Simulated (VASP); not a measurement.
Crystal: TaN.

```xyz
2
Lattice="0.0000 2.2113 2.2113 2.2113 0.0000 2.2113 2.2113 2.2113 0.0000" Properties=species:S:1:pos:R:3 pbc="T T T"
Ta    2.2113    2.2113    2.2113
N     0.0000    0.0000    0.0000
```

* Program: VASP 6.6.1
* Task: relaxation of cell and atoms
* Functional: LDA
* Potentials or basis: VASP PAW LDA potentials, release 64 (Ta_pv, N)
* Cutoff: 600 eV
* k mesh: 10 × 10 × 10
* Occupations: fermi-dirac, width 0.05 eV
* Spin: no spin polarisation

At the start: pressure -15.5 GPa; volume 10.81 Å³/atom.

Where does the relaxation end?

Over 4 steps the energy falls by 24.5 meV/atom and the volume is 10.33 Å³/atom (-4.5 %); space group Fm-3m (No. 225, to 0.05 Å).

The path:
```tsv
step	energy change (eV)	largest force (eV/Å)	pressure (GPa)	volume (Å³)
1	0.0000	0.0000	-15.54	21.63
2	0.2703	0.0000	52.66	18.51
3	-0.0490	0.0000	-0.66	20.69
4	-0.0491	0.0000	-0.14	20.66
```

Final structure:
```
Ta N
1.0
     0.00000    2.17796    2.17796
     2.17796    0.00000    2.17796
     2.17796    2.17796    0.00000
Ta N
1 1
Cartesian
  2.1780 2.1780 2.1780
  2.1780 4.3559 2.1780
```
